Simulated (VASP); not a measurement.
# Cd2Fe (Fd-3m) in VASP: single point with PBE

Aim: the single point of Cd2Fe with PBE.

Program: VASP 6.6.1. These are calculated values, not measurements. Logs are shortened: lines on timing, memory, paths and dates and some standing lists are left out, and cuts for length are marked.

## 1. The cell of the first run

Symmetry: Fd-3m, No. 227, cubic system. The conventional cell has a = 7.791 Å, b = 7.791 Å, c = 7.791 Å, α = 90.00°, β = 90.00°, γ = 90.00°. Cd (site symmetry -3m) has 6 Cd at 2.75 Å and 6 Fe at 3.23 Å within 3.6 Å. Fe (site symmetry -43m) has 12 Cd at 3.23 Å and 4 Fe at 3.37 Å within 4.2 Å.

## 2. Single point, PBE, collinear spin, ferromagnetic start

Input file INCAR:

```
SYSTEM = Cd2Fe
ALGO = Normal
EDIFF = 1E-6
ENCUT = 520
GGA = PE
ISIF = 2
ISMEAR = 0
ISPIN = 2
LASPH = .TRUE.
LCHARG = .FALSE.
LMAXMIX = 4
LORBIT = 11
LREAL = .FALSE.
LWAVE = .FALSE.
MAGMOM = 0 0 0 0 4 4
NBANDS = 45
NELM = 150
PREC = Accurate
SIGMA = 0.1
```

Input file KPOINTS:

```
k-points
0
G
  4 4 4
  0 0 0
```

Input file POSCAR:

```
Cd2Fe
1.0
    0.0000000000      3.8955060706      3.8955060706
    3.8955060706      0.0000000000      3.8955060706
    3.8955060706      3.8955060706      0.0000000000
Cd Fe
4 2
Direct
    0.6250000000      0.6250000000      0.6250000000
    0.1250000000      0.6250000000      0.6250000000
    0.6250000000      0.6250000000      0.1250000000
    0.6250000000      0.1250000000      0.6250000000
    0.0000000000      0.0000000000      0.0000000000
    0.2500000000      0.2500000000      0.2500000000
```

Potentials or basis: VASP PAW PBE potentials, release 64 (Cd, Fe).

Launch:

```
$ cat potpaw_PBE.64/Cd/POTCAR potpaw_PBE.64/Fe/POTCAR > POTCAR
$ mpirun -np 1 vasp_std > vasp.out
```

OUTCAR:

```text
SYSTEM = Cd2Fe
   EDIFF = 1E-6
   ENCUT = 520
   GGA = PE
   ISIF = 2
   ISMEAR = 0
   ISPIN = 2
   LASPH = .TRUE.
   LORBIT = 11
   LREAL = .FALSE.
   NELM = 150
   PREC = Accurate

 ion  position               nearest neighbor table
   1  0.625  0.625  0.625-   2 2.75   3 2.75   4 2.75   3 2.75   4 2.75   2 2.75   6 3.23   5 3.23
                             6 3.23   5 3.23   6 3.23   5 3.23
   2  0.125  0.625  0.625-   1 2.75   3 2.75   4 2.75   1 2.75   3 2.75   4 2.75   5 3.23   6 3.23
                             5 3.23   5 3.23   6 3.23   6 3.23
   3  0.625  0.625  0.125-   1 2.75   1 2.75   2 2.75   4 2.75   4 2.75   2 2.75   6 3.23   5 3.23
                             6 3.23   5 3.23   6 3.23   5 3.23
   4  0.625  0.125  0.625-   1 2.75   3 2.75   1 2.75   2 2.75   3 2.75   2 2.75   5 3.23   6 3.23
                             5 3.23   6 3.23   6 3.23   5 3.23
   5  0.000  0.000  0.000-   1 3.23   3 3.23   4 3.23   1 3.23   2 3.23   3 3.23   1 3.23   2 3.23
                             4 3.23   2 3.23   3 3.23   4 3.23
   6  0.250  0.250  0.250-   2 3.23   3 3.23   4 3.23   1 3.23   2 3.23   4 3.23   1 3.23   2 3.23
                             3 3.23   1 3.23   3 3.23   4 3.23

  LATTYP: Found a face centered cubic cell.
 ALAT       =     7.7910121412

  Lattice vectors:

 A1 = (   0.0000000000,   3.8955060706,   3.8955060706)
 A2 = (   3.8955060706,   0.0000000000,   3.8955060706)
 A3 = (   3.8955060706,   3.8955060706,   0.0000000000)

Analysis of symmetry for initial positions (statically):
=====================================================================
 Subroutine PRICEL returns:
 Original cell was already a primitive cell.

 Routine SETGRP: Setting up the symmetry group for a
 face centered cubic supercell.

 Subroutine GETGRP returns: Found 48 space group operations
 (whereof 24 operations were pure point group operations)
 out of a pool of 48 trial point group operations.

The static configuration has the point symmetry T_d .
 The point group associated with its full space group is O_h .

Analysis of symmetry for dynamics (positions and initial velocities):
=====================================================================
 Subroutine PRICEL returns:
 Original cell was already a primitive cell.

 Routine SETGRP: Setting up the symmetry group for a
 face centered cubic supercell.

 Subroutine GETGRP returns: Found 48 space group operations
 (whereof 24 operations were pure point group operations)
 out of a pool of 48 trial point group operations.

The dynamic configuration has the point symmetry T_d .
 The point group associated with its full space group is O_h .

Analysis of structural, dynamic, and magnetic symmetry:
=====================================================================
 Subroutine PRICEL returns:
 Original cell was already a primitive cell.

 Routine SETGRP: Setting up the symmetry group for a
 face centered cubic supercell.

 Subroutine GETGRP returns: Found 48 space group operations
 (whereof 24 operations were pure point group operations)
 out of a pool of 48 trial point group operations.

The overall configuration has the point symmetry T_d .
 The point group associated with its full space group is O_h .

 Subroutine INISYM returns: Found 48 space group operations
 (whereof 24 operations are pure point group operations),
 and found     1 'primitive' translations

----------------------------------------------------------------------------------------

                                     Primitive cell

  volume of cell :     118.2284

  direct lattice vectors                    reciprocal lattice vectors
     0.000000000  3.895506071  3.895506071    -0.128353028  0.128353028  0.128353028
     3.895506071  0.000000000  3.895506071     0.128353028 -0.128353028  0.128353028
     3.895506071  3.895506071  0.000000000     0.128353028  0.128353028 -0.128353028

  length of vectors
     5.509077517  5.509077517  5.509077517     0.222313966  0.222313966  0.222313966

  position of ions in fractional coordinates (direct lattice)
     0.625000000  0.625000000  0.625000000
     0.125000000  0.625000000  0.625000000
     0.625000000  0.625000000  0.125000000
     0.625000000  0.125000000  0.625000000
[... 46 lines left out ...]
  0.500000  0.500000  0.000000      3.000000
 -0.250000  0.500000  0.250000      6.000000
   k-points           NKPTS =      8   k-points in BZ     NKDIM =      8   number of bands    NBANDS=     45
   number of dos      NEDOS =    301   number of ions     NIONS =      6
   total plane-waves  NPLWV =  74088
   dimension x,y,z NGX =    42 NGY =   42 NGZ =   42
   dimension x,y,z NGXF=    84 NGYF=   84 NGZF=   84
   ions per type =               4   2
   NGX,Y,Z   is equivalent  to a cutoff of  12.67, 12.67, 12.67 a.u.
   NGXF,Y,Z  is equivalent  to a cutoff of  25.35, 25.35, 25.35 a.u.
 SYSTEM =  Cd2Fe
   PREC   = accura    normal or accurate (medium, high low for compatibility)
   ISTART =      0    job   : 0-new  1-cont  2-samecut
   ICHARG =      2    charge: 1-file 2-atom 10-const
   ISPIN  =      2    spin polarized calculation?
   LNONCOLLINEAR =      F non collinear calculations
   LSORBIT =      F    spin-orbit coupling
   LASPH  =      T    aspherical Exc in radial PAW
   ENCUT  =  520.0 eV  38.22 Ry    6.18 a.u.  10.24 10.24 10.24*2*pi/ulx,y,z
   NELM   =    150;   NELMIN=  2; NELMDL= -5     # of ELM steps
   EDIFF  = 0.1E-05   stopping-criterion for ELM
   LREAL  =      F    real-space projection
   EDIFFG = 0.1E-04   stopping-criterion for IOM
   NSW    =      0    number of steps for IOM
   IBRION =     -1    ionic relax: 0-MD 1-quasi-New 2-CG
   NFREE  =      0    steps in history (QN), initial steepest desc. (CG)
   ISIF   =      2    stress and relaxation
   ISYM   =      2    0-nonsym 1-usesym 2-fastsym
   POTIM  = 0.5000    time-step for ionic-motion
   TEBEG  =    0.0;   TEEND  =   0.0 temperature during run
   PSTRESS=    0.0 pullay stress
   NELECT =      64.0000    total number of electrons
   NUPDOWN=      -1.0000    fix difference up-down
   EMIN   =  10.00;   EMAX   =-10.00  energy-range for DOS
   EFERMI =   0.00;   METHOD = LEGACY
   ISMEAR =     0;   SIGMA  =   0.10  broadening in eV -4-tet -1-fermi 0-gaus
   EFERMI_NEDOS =   21; number of points for ismear=-14 and -15
   IALGO  =     38    algorithm
   IMIX   =      4    mixing-type and parameters
     AMIX     =   0.40;   BMIX     =  1.00
     AMIX_MAG =   1.60;   BMIX_MAG =  1.00
  volume/ion in A,a.u.               =      19.70       132.97
  Fermi-wavevector in a.u.,A,eV,Ry     =   1.334220  2.521311 24.220334  1.780144
  Thomas-Fermi vector in A             =   2.463019
   LORBIT       =     11    0 simple, 1 ext, 2 COOP (PROOUT), +10 PAW based schemes
   GGA     = PE    functional components
   LHFCALC =     F    Hartree Fock is set to
   AEXX    =    0.0000 exact exchange contribution
   IVDW    =     0    specifies the selected vdW correction
   LEPSILON=     F    determine dielectric tensor
   LRPA    =     F    only Hartree local field effects (RPA)
 spin polarized calculation
 Gauss-broadening in eV      SIGMA  =   0.10
  energy-cutoff  :      520.00
  volume of cell :      118.23
 maximum number of plane-waves:      3218
 NGX is ok and might be reduce to    42
   NGX = 21   NGY = 21   NGZ = 21

 number of electron      63.9999989 magnetization       5.8891793

 Free energy of the ion-electron system (eV)
  ---------------------------------------------------
  ext. energy  EPLUGINS =         0.00000000
  ---------------------------------------------------
  free energy    TOTEN  =       -15.84193796 eV

  energy without entropy =      -15.82676247  energy(sigma->0) =      -15.83435022

 E-fermi :   3.0045     XC(G=0): -11.0959

 val. band max:        2.9457026703   @ k =   0.2500   0.0000   0.0000
 cond. band min:       3.0918693802   @ k =  -0.2500   0.5000   0.2500
 fundamental gap:      0.1461667098
 Fermi energy:         3.0044963751

 spin component 1

 k-point     1 :       0.0000    0.0000    0.0000
  band No.  band energies     occupation
      1      -8.1340      1.00000
      2      -7.1633      1.00000
      3      -7.1633      1.00000
      4      -7.1633      1.00000
      5      -6.8632      1.00000
      6      -6.8632      1.00000
[... 365 lines left out ...]
     43      10.0138      0.00000
     44      10.0138      0.00000
 Fermi energy:         3.0044963751

 spin component 2

 k-point     1 :       0.0000    0.0000    0.0000
  band No.  band energies     occupation
      1      -8.1111      1.00000
      2      -7.1744      1.00000
      3      -7.1744      1.00000
      4      -7.1744      1.00000
      5      -6.8824      1.00000
      6      -6.8824      1.00000
[... 365 lines left out ...]
     43      10.4104      0.00000
     44      10.4104      0.00000
 [bands above 44 left out]

------------------------ aborting loop because EDIFF is reached ----------------------------------------

  FORCE on cell =-STRESS in cart. coord.  units (eV):
  Direction    XX          YY          ZZ          XY          YZ          ZX
  --------------------------------------------------------------------------------------
  -------------------------------------------------------------------------------------
  Total        0.1570592      0.1570592      0.1570592     -0.0000000     -0.0000000      0.0000000
  in kB        2.1283959      2.1283959      2.1283959     -0.0000000     -0.0000000      0.0000000
  external PRESSURE =       2.1283959 kB  Pullay stress =       0.0000000 kB

 VOLUME and BASIS-vectors are now :
 -----------------------------------------------------------------------------
  energy-cutoff  :      520.00
  volume of cell :      118.23
      direct lattice vectors                 reciprocal lattice vectors
     0.000000000  3.895506071  3.895506071    -0.128353028  0.128353028  0.128353028
     3.895506071  0.000000000  3.895506071     0.128353028 -0.128353028  0.128353028
     3.895506071  3.895506071  0.000000000     0.128353028  0.128353028 -0.128353028

 POSITION                                       TOTAL-FORCE (eV/Angst)
 -----------------------------------------------------------------------------------
      4.86938      4.86938      4.86938         0.000000     -0.000000      0.000000
      4.86938      2.92163      2.92163         0.000000     -0.000000      0.000000
      2.92163      2.92163      4.86938         0.000000     -0.000000      0.000000
      2.92163      4.86938      2.92163         0.000000     -0.000000      0.000000
      0.00000      0.00000      0.00000         0.000000      0.000000      0.000000
      1.94775      1.94775      1.94775        -0.000000     -0.000000     -0.000000
 -----------------------------------------------------------------------------------
    total drift:                                0.000000      0.000000      0.000000

  FREE ENERGIE OF THE ION-ELECTRON SYSTEM (eV)
  ---------------------------------------------------
  free  energy   TOTEN  =       -15.8419379633 eV

  energy  without entropy=      -15.8267624702  energy(sigma->0) =      -15.83435022

 total charge

# of ion       s       p       d       tot
------------------------------------------
    1        0.521   0.414   9.478  10.413
    2        0.521   0.414   9.478  10.413
    3        0.521   0.414   9.478  10.413
    4        0.521   0.414   9.478  10.413
    5        0.283   0.200   6.089   6.572
    6        0.283   0.200   6.089   6.572
--------------------------------------------------
tot          2.651   2.057  50.090  54.797

 magnetization (x)

# of ion       s       p       d       tot
------------------------------------------
    1       -0.008  -0.016   0.001  -0.023
    2       -0.008  -0.016   0.001  -0.023
    3       -0.008  -0.016   0.001  -0.023
    4       -0.008  -0.016   0.001  -0.023
    5        0.030   0.006   3.007   3.043
    6        0.030   0.006   3.007   3.043
--------------------------------------------------
tot          0.028  -0.054   6.019   5.994
```

It took 2.2 min on 1 thread of AMD EPYC 7R43 (Zen 3), shared host; peak memory 0.3 GiB.

What came out:

```
Free energy                                           : -15.8419 eV
Pressure                                              : 0.2 GPa
Net moment                                            : 5.89 μB per cell
Site moments                                          : Cd -0.02; Fe +3.04 μB
Valence electrons inside the program's atomic spheres : Cd 10.41; Fe 6.57
```
